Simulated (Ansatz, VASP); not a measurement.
# H in VASP and in Ansatz

```
CELL_PARAMETERS angstrom
15.00000 0.00000 0.00000
0.00000 15.50000 0.00000
0.00000 0.00000 16.00000
ATOMIC_POSITIONS crystal
H 0.47504 0.49897 0.50119
H 0.52496 0.50103 0.49881
```

Alike in both runs: functional PBE; dispersion D3(BJ); k mesh 1 × 1 × 1; occupations gaussian, width 0.005 eV; no spin polarisation.

Ansatz relaxed the structure, and its values are those at the end. VASP's run is a single point on that final structure, the one shown.

```csv
,VASP,Ansatz
version,VASP 6.6.1,Ansatz 0.2.0
potentials or method,"VASP PAW PBE potentials, release 64 (H), cutoff 520 eV","scalar-relativistic, plane waves, PAW"
valence electrons in the cell,2,2
```

```tsv
	VASP	Ansatz	Ansatz less VASP
gap on the k mesh at the Fermi level (eV)	10.26	10.26	+0.002
rms of the force components (eV/Å)	0.007	0.000	-0.0068
```
